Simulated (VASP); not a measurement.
GaO3:

```
CELL_PARAMETERS angstrom
-2.35567 2.35567 2.35567
2.35567 -2.35567 2.35567
2.35567 2.35567 -2.35567
ATOMIC_POSITIONS crystal
Ga 0.00000 0.00000 0.00000
O 0.00000 0.50000 0.50000
O 0.50000 0.00000 0.50000
O 0.50000 0.50000 0.00000
```

Base run:

| Property | Result |
| --- | --- |
| Program | VASP 6.6.1 |
| Functional | PBE |
| Potentials or basis | VASP PAW PBE potentials, release 64 (Ga_d, O) |
| Cutoff | 520 eV |
| k mesh | 6 × 6 × 6 |
| Occupations | gaussian, width 0.1 eV |
| Spin | collinear spin, ferromagnetic start |
| Starting moments | [0.0, 1.0, 1.0, 1.0] μB |

Its results: pressure -24.6 GPa.

Task: The run is repeated on the same cell with these changes: spin from collinear spin, ferromagnetic start to no spin polarisation; further incar settings from ALGO = Normal; EDIFF = 1e-06; NBANDS = 28 to ALGO = Normal; EDIFF = 1e-07; NBANDS = 24. What comes out?

Result: Pressure -27.6 GPa.

Caveats: an odd number of electrons without spin polarisation forces a metal (some runs); a magnetic or distorted state may lie lower (some runs).
